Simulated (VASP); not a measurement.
A run of VASP 6.6.1 is set up as follows.

The input POSCAR:

```
MoSe
1.0
    3.1072324860      0.0000000000      0.0000000000
    0.0000000000      3.1072324860      0.0000000000
    0.0000000000      0.0000000000      3.1072324860
Mo Se
1 1
Direct
    0.0000000000      0.0000000000      0.0000000000
    0.5000000000      0.5000000000      0.5000000000
```

INCAR.step1

```
  ALGO = Normal
  EDIFF = 1E-4
  ENCUT = 520
  GGA = PE
  ISMEAR = 0
  LASPH = True
  LCHARG = False
  LREAL = False
  LWAVE = True
  NBANDS = 17
  NELM = 100
  PREC = Accurate
  SIGMA = 0.1
```

The input INCAR.step2:

```
  ALGO = Normal
  EDIFF = 1E-6
  ENCUT = 520
  ISIF = 2
  ISMEAR = 0
  ISTART = 1
  LASPH = True
  LCHARG = True
  LELF = True
  LMIXTAU = True
  LREAL = False
  LVHAR = True
  LWAVE = False
  METAGGA = R2SCAN
  NBANDS = 17
  NELM = 100
  PREC = Accurate
  SIGMA = 0.1
```

File KPOINTS:

```
k-points
0
Gamma
  14 14 14
```

Potentials or basis: VASP PAW PBE potentials, release 64 (Mo_sv, Se).

Launch:

```sh
$ cat potpaw_PBE.64/Mo_sv/POTCAR potpaw_PBE.64/Se/POTCAR > POTCAR
$ cp INCAR.step1 INCAR
$ mpirun -np 1 vasp_std > vasp.out
$ cp INCAR.step2 INCAR
$ mpirun -np 1 vasp_std > vasp.out
```

(1) What does it give for the pressure?

(2) Predict the band gap on the k mesh.

Answers

(1) 5.9 GPa.

(2) zero (band 10 reaches 14.28 eV, above the bottom of band 11 at 10.85 eV).

Caveat: the PAW data sets were made with another functional, which shifts forces and pressure a little.
